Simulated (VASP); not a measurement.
# MgO (rocksalt type) (Fm-3m) in VASP: relaxation of cell and atoms with r2SCAN

Aim: the relaxation of cell and atoms of MgO (rocksalt type) with r2SCAN.

Program: VASP 6.6.1. These are calculated values, not measurements. Logs are shortened: lines on timing, memory, paths and dates and some standing lists are left out, and cuts for length are marked.

### 1 The cell of the first run

It takes space group Fm-3m (No. 225, cubic). The conventional cell has a = 4.309 Å, b = 4.309 Å, c = 4.309 Å, α = 90.00°, β = 90.00°, γ = 90.00°. Mg (site symmetry m-3m) has 6 O at 2.15 Å within 2.9 Å. Within 2.9 Å of O (site symmetry m-3m) lie 6 Mg at 2.15 Å.

### 2 Relaxation of cell and atoms, r2SCAN

POSCAR reads:

```
MgO
1.0
    0.0000000000      2.1544346900      2.1544346900
    2.1544346900      0.0000000000      2.1544346900
    2.1544346900      2.1544346900      0.0000000000
Mg O
1 1
Direct
    0.0000000000      0.0000000000      0.0000000000
    0.5000000000      0.5000000000      0.5000000000
```

INCAR.step1 reads:

```
PREC = Accurate
ENCUT = 920
ISMEAR = -1
SIGMA = 0.05
LREAL = False
LASPH = True
NELM = 120
GGA = PE
ALGO = Normal
EDIFF = 1E-5
LWAVE = True
LCHARG = False
GGA_COMPAT = False
IBRION = 2
ISIF = 3
EDIFFG = -0.005
NELMIN = 4
NSW = 100
```

INCAR.step2 reads:

```
PREC = Accurate
ENCUT = 920
EDIFF = 1E-7
ISMEAR = -1
SIGMA = 0.05
LREAL = False
LASPH = True
NELM = 120
ALGO = Normal
ISIF = 3
LWAVE = False
LCHARG = False
METAGGA = R2SCAN
LMIXTAU = True
IBRION = 2
NSW = 60
EDIFFG = -0.005
ISTART = 1
GGA_COMPAT = False
NELMIN = 4
```

KPOINTS reads:

```
Automatic mesh
0
Gamma
  15 15 15
```

Potentials or basis: VASP PAW PBE potentials, release 64 (Mg_sv, O).

Run with:

```bash
$ cat potpaw_PBE.64/Mg_sv/POTCAR potpaw_PBE.64/O/POTCAR > POTCAR
$ cp INCAR.step1 INCAR
$ mpirun -np 1 vasp_std > vasp.out
$ cp INCAR.step2 INCAR
$ mpirun -np 1 vasp_std > vasp.out
```

OUTCAR:

```text
PREC = Accurate
   ENCUT = 920
   EDIFF = 1E-7
   ISMEAR = -1
   LREAL = False
   LASPH = True
   NELM = 120
   ISIF = 3
   METAGGA = R2SCAN
   IBRION = 2
   NSW = 60
   EDIFFG = -0.005
   ISTART = 1
   NELMIN = 4

 ion  position               nearest neighbor table
   1  0.000  0.000  0.000-
   2  0.500  0.500  0.500-

  LATTYP: Found a face centered cubic cell.
 ALAT       =     4.3088693800

  Lattice vectors:

 A1 = (   0.0000000000,   2.1544346900,   2.1544346900)
 A2 = (   2.1544346900,   0.0000000000,   2.1544346900)
 A3 = (   2.1544346900,   2.1544346900,   0.0000000000)

Analysis of symmetry for initial positions (statically):
=====================================================================
 Subroutine PRICEL returns:
 Original cell was already a primitive cell.

 Routine SETGRP: Setting up the symmetry group for a
 face centered cubic supercell.

 Subroutine GETGRP returns: Found 48 space group operations
 (whereof 48 operations were pure point group operations)
 out of a pool of 48 trial point group operations.

The static configuration has the point symmetry O_h .

Analysis of symmetry for dynamics (positions and initial velocities):
=====================================================================
 Subroutine PRICEL returns:
 Original cell was already a primitive cell.

 Routine SETGRP: Setting up the symmetry group for a
 face centered cubic supercell.

 Subroutine GETGRP returns: Found 48 space group operations
 (whereof 48 operations were pure point group operations)
 out of a pool of 48 trial point group operations.

The dynamic configuration has the point symmetry O_h .

 Subroutine INISYM returns: Found 48 space group operations
 (whereof 48 operations are pure point group operations),
 and found     1 'primitive' translations

----------------------------------------------------------------------------------------

                                     Primitive cell

  volume of cell :      20.0000

  direct lattice vectors                    reciprocal lattice vectors
     0.000000000  2.154434690  2.154434690    -0.232079442  0.232079442  0.232079442
     2.154434690  0.000000000  2.154434690     0.232079442 -0.232079442  0.232079442
     2.154434690  2.154434690  0.000000000     0.232079442  0.232079442 -0.232079442

  length of vectors
     3.046830758  3.046830758  3.046830758     0.401973384  0.401973384  0.401973384

  position of ions in fractional coordinates (direct lattice)
     0.000000000  0.000000000  0.000000000
     0.500000000  0.500000000  0.500000000

  ion indices of the primitive-cell ions
   primitive index   ion index
                 1           1
                 2           2

----------------------------------------------------------------------------------------

 KPOINTS: Automatic mesh

Automatic generation of k-mesh.
 Grid dimensions read from file:
 generate k-points for:   15   15   15

 Generating k-lattice:

  Cartesian coordinates                     Fractional coordinates (reciprocal lattice)
    -0.015471963  0.015471963  0.015471963     0.066666667  0.000000000  0.000000000
     0.015471963 -0.015471963  0.015471963     0.000000000  0.066666667  0.000000000
     0.015471963  0.015471963 -0.015471963     0.000000000  0.000000000  0.066666667

  Length of vectors
     0.026798226  0.026798226  0.026798226

  Shift w.r.t. Gamma in fractional coordinates (k-lattice)
     0.000000000  0.000000000  0.000000000

 Subroutine IBZKPT returns following result:
 ===========================================

 Found    120 irreducible k-points:

 Following reciprocal coordinates:
            Coordinates               Weight
  0.000000  0.000000  0.000000      1.000000
  0.066667  0.000000  0.000000      8.000000
  0.133333  0.000000  0.000000      8.000000
  0.200000  0.000000  0.000000      8.000000
  0.266667  0.000000  0.000000      8.000000
  0.333333  0.000000  0.000000      8.000000
[... 16 lines left out ...]
  0.133333  0.133333  0.000000      6.000000
  0.200000  0.133333  0.000000     24.000000
 [... further k-points ...]
   k-points           NKPTS =    120   k-points in BZ     NKDIM =    120   number of bands    NBANDS=     12
   number of dos      NEDOS =    301   number of ions     NIONS =      2
   total plane-waves  NPLWV =  27000
   dimension x,y,z NGX =    30 NGY =   30 NGZ =   30
   dimension x,y,z NGXF=    60 NGYF=   60 NGZF=   60
   ions per type =               1   1
   NGX,Y,Z   is equivalent  to a cutoff of  16.37, 16.37, 16.37 a.u.
   NGXF,Y,Z  is equivalent  to a cutoff of  32.74, 32.74, 32.74 a.u.
 SYSTEM =  unknown system
   PREC   = accura    normal or accurate (medium, high low for compatibility)
   ISTART =      1    job   : 0-new  1-cont  2-samecut
   ICHARG =      0    charge: 1-file 2-atom 10-const
   ISPIN  =      1    spin polarized calculation?
   LNONCOLLINEAR =      F non collinear calculations
   LSORBIT =      F    spin-orbit coupling
   LASPH  =      T    aspherical Exc in radial PAW
   ENCUT  =  920.0 eV  67.62 Ry    8.22 a.u.   7.54  7.54  7.54*2*pi/ulx,y,z
   NELM   =    120;   NELMIN=  4; NELMDL=  0     # of ELM steps
   EDIFF  = 0.1E-06   stopping-criterion for ELM
   LREAL  =      F    real-space projection
   EDIFFG = -.5E-02   stopping-criterion for IOM
   NSW    =     60    number of steps for IOM
   IBRION =      2    ionic relax: 0-MD 1-quasi-New 2-CG
   NFREE  =      1    steps in history (QN), initial steepest desc. (CG)
   ISIF   =      3    stress and relaxation
   ISYM   =      2    0-nonsym 1-usesym 2-fastsym
   POTIM  = 0.5000    time-step for ionic-motion
   TEBEG  =    0.0;   TEEND  =   0.0 temperature during run
   PSTRESS=    0.0 pullay stress
   NELECT =      16.0000    total number of electrons
   NUPDOWN=      -1.0000    fix difference up-down
   EMIN   =  10.00;   EMAX   =-10.00  energy-range for DOS
   EFERMI =   0.00;   METHOD = LEGACY
   ISMEAR =    -1;   SIGMA  =   0.05  broadening in eV -4-tet -1-fermi 0-gaus
   EFERMI_NEDOS =   21; number of points for ismear=-14 and -15
   IALGO  =     38    algorithm
   IMIX   =      4    mixing-type and parameters
     AMIX     =   0.40;   BMIX     =  1.00
     AMIX_MAG =   1.60;   BMIX_MAG =  1.00
  volume/ion in A,a.u.               =      10.00        67.48
  Fermi-wavevector in a.u.,A,eV,Ry     =   1.519748  2.871907 31.424465  2.309633
  Thomas-Fermi vector in A             =   2.628692
   LORBIT       =      0    0 simple, 1 ext, 2 COOP (PROOUT), +10 PAW based schemes
   METAGGA = R2SCAN    functional components
   LHFCALC =     F    Hartree Fock is set to
   AEXX    =    0.0000 exact exchange contribution
   IVDW    =     0    specifies the selected vdW correction
   LEPSILON=     F    determine dielectric tensor
   LRPA    =     F    only Hartree local field effects (RPA)
 conjugate gradient relaxation of ions
 non-spin polarized calculation
  energy-cutoff  :      920.00
  volume of cell :       20.00
 maximum number of plane-waves:      1295
   NGX = 15   NGY = 15   NGZ = 15

--------------------------------------- Ionic step        1  -------------------------------------------

 number of electron      15.9999998 magnetization

 Free energy of the ion-electron system (eV)
  ---------------------------------------------------
  ext. energy  EPLUGINS =         0.00000000
  ---------------------------------------------------
  free energy    TOTEN  =       -16.11168982 eV

  energy without entropy =      -16.11168982  energy(sigma->0) =      -16.11168982

------------------------ aborting loop because EDIFF is reached ----------------------------------------

  FORCE on cell =-STRESS in cart. coord.  units (eV):
  Direction    XX          YY          ZZ          XY          YZ          ZX
  --------------------------------------------------------------------------------------
  -------------------------------------------------------------------------------------
  Total       -1.2467057     -1.2467057     -1.2467057     -0.0000000     -0.0000000      0.0000000
  in kB      -99.8721808    -99.8721808    -99.8721808     -0.0000000     -0.0000000      0.0000000
  external PRESSURE =     -99.8721808 kB  Pullay stress =       0.0000000 kB
[... 129 lines left out ...]
  energy  without entropy=      -16.1559141984  energy(sigma->0) =      -16.15591420

--------------------------------------- Ionic step        5  -------------------------------------------

 number of electron      15.9999998 magnetization

 Free energy of the ion-electron system (eV)
  ---------------------------------------------------
  ext. energy  EPLUGINS =         0.00000000
  ---------------------------------------------------
  free energy    TOTEN  =       -16.15593023 eV

  energy without entropy =      -16.15593023  energy(sigma->0) =      -16.15593023

 E-fermi :   3.6206     XC(G=0): -12.0540

 val. band max:        2.5218138833   @ k =   0.0000   0.0000   0.0000
 cond. band min:       8.1905122044   @ k =   0.0000   0.0000   0.0000
 fundamental gap:      5.6686983211
 Fermi energy:         3.6205636385

 k-point     1 :       0.0000    0.0000    0.0000
  band No.  band energies     occupation
      1     -72.4412      2.00000
      2     -37.5271      2.00000
      3     -37.5271      2.00000
      4     -37.5271      2.00000
      5     -15.6772      2.00000
      6       2.5218      2.00000
      7       2.5218      2.00000
      8       2.5218      2.00000
      9       8.1905      0.00000
     10      19.3977      0.00000
     11      19.3977      0.00000
     12      19.3977      0.00000
[... 331 lines left out ...]
 k-point    24 :       0.2000    0.1333    0.0000
  band No.  band energies     occupation
      1     -72.4384      2.00000
      2     -37.5504      2.00000
      3     -37.5341      2.00000
      4     -37.5332      2.00000
      5     -15.2785      2.00000
      6       0.8318      2.00000
      7       2.1246      2.00000
      8       2.1310      2.00000
      9      10.1857      0.00000
     10      16.2279      0.00000
     11      20.2816      0.00000
     12      20.3727      0.00000

 [... further k-points ...]

------------------------ aborting loop because EDIFF is reached ----------------------------------------

  FORCE on cell =-STRESS in cart. coord.  units (eV):
  Direction    XX          YY          ZZ          XY          YZ          ZX
  --------------------------------------------------------------------------------------
  -------------------------------------------------------------------------------------
  Total       -0.0035921     -0.0035921     -0.0035921      0.0000000     -0.0000000      0.0000000
  in kB       -0.3087703     -0.3087703     -0.3087703      0.0000000     -0.0000000      0.0000000
  external PRESSURE =      -0.3087703 kB  Pullay stress =       0.0000000 kB
[... 17 lines left out ...]
  FREE ENERGIE OF THE ION-ELECTRON SYSTEM (eV)
  ---------------------------------------------------
  free  energy   TOTEN  =       -16.1559302276 eV

  energy  without entropy=      -16.1559302276  energy(sigma->0) =      -16.15593023

 reached required accuracy - stopping structural energy minimisation
```

It took 24 min on 1 thread of Intel Xeon Platinum 8259CL at 2.50GHz (Skylake/Cascade Lake), shared host; peak memory 0.23 GiB.

What came out:

```yaml
Free_energy: -16.1559 eV
Relaxed_volume: 9.32 Å³/atom
Relaxed_cell: a = 2.976 Å, b = 2.976 Å, c = 2.976 Å, α = 60.00°, β = 60.00°, γ = 60.00°
Space_group_after_relaxing_to_0.1_Å: Fm-3m (No. 225)
Energy_gained_by_relaxing: 22.1 meV/atom
Ionic_steps: 5
Pressure_after_relaxing: 0.0 GPa
Band_gap_on_the_k_mesh: 5.67 eV
```

The path:
| step | energy change (eV) | largest force (eV/Å) | pressure (GPa) | volume (Å³) |
| --- | --- | --- | --- | --- |
| 1 | 0.0000 | 0.0000 | -9.99 | 20.00 |
| 2 | -0.0396 | 0.0000 | 3.64 | 18.25 |
| 3 | -0.0442 | 0.0000 | -0.13 | 18.65 |
| 4 | -0.0442 | 0.0000 | 0.10 | 18.62 |
| 5 | -0.0442 | 0.0000 | -0.03 | 18.64 |

Final structure:
```xyz
2
Lattice="0.0000 2.1044 2.1044 2.1044 0.0000 2.1044 2.1044 2.1044 0.0000" Properties=species:S:1:pos:R:3 pbc="T T T"
Mg    2.1044    4.2088    2.1044
O     2.1044    2.1044    2.1044
```

Caveat: the PAW data sets were made with another functional, which shifts forces and pressure a little; an odd mesh through Γ misses points on the zone boundary, where band edges can lie.
